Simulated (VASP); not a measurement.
Write the native input for VASP 6.6.1 that does the following.

```yaml
Task: single point
Functional: PBEsol
Potentials_or_basis: VASP PAW PBE potentials, release 64 (Sn_d, O)
Cutoff: 520 eV
k_mesh: 10 × 10 × 4
Occupations: gaussian, width 0.15 eV
Spin: no spin polarisation
Dipole_correction: no
Further_INCAR_settings: ALGO = Normal; EDIFF = 1e-06; NBANDS = 50
```

The structure of SnO lies in POSCAR:

```
SnO
1.0
    2.6904552953     -2.6904757091      0.0000000000
    2.6904552953      2.6904757091      0.0000000000
    0.0000000000      0.0000000000      9.4948198460
Sn O
4 4
Direct
    0.9991879060      0.0008120940      1.0182933182
    0.0008076854      0.9991923146      0.4814311128
    0.5008076854      0.4991923146      0.2755688871
    0.4991879060      0.5008120940      0.7387066817
    0.0007956604      0.4992043396      0.3785000000
    0.9992370502      0.5007629498      0.8785000000
    0.5007956604      0.9992043396      0.3785000000
    0.4992370502      0.0007629498      0.8785000000
```

This cell differs from its parent crystal: mode 11 (199.4 1/cm) frozen in, largest displacement +0.175 Å.

These files were run (other wordings do the same):

INCAR

```
SYSTEM = SnO
PREC = Accurate
ENCUT = 520
EDIFF = 1E-6
ISMEAR = 0
SIGMA = 0.15
LREAL = .False.
LASPH = .True.
NELM = 100
ALGO = Normal
ISIF = 2
LWAVE = .False.
LCHARG = .False.
GGA = PS
NBANDS = 50
```

KPOINTS

```
regular mesh
0
Gamma
  10 10 4
  0 0 0
```

Potentials or basis: VASP PAW PBE potentials, release 64 (Sn_d, O).

Run with:

```sh
$ cat potpaw_PBE.64/Sn_d/POTCAR potpaw_PBE.64/O/POTCAR > POTCAR
$ mpirun -np 1 vasp_std > vasp.out
```

Results of the run:

```
Pressure      : 1.9 GPa
Largest force : 3.183 eV/Å
```

Caveat: the cell differs from its parent crystal (mode 11 (199.4 1/cm) frozen in, largest displacement +0.175 Å); the PAW data sets were made with another functional, which shifts forces and pressure a little.

Wall time 5.6 min on 1 thread of Intel(R) Xeon(R) 6975P-C (Granite Rapids), with other jobs on the host, peak memory 0.54 GiB.
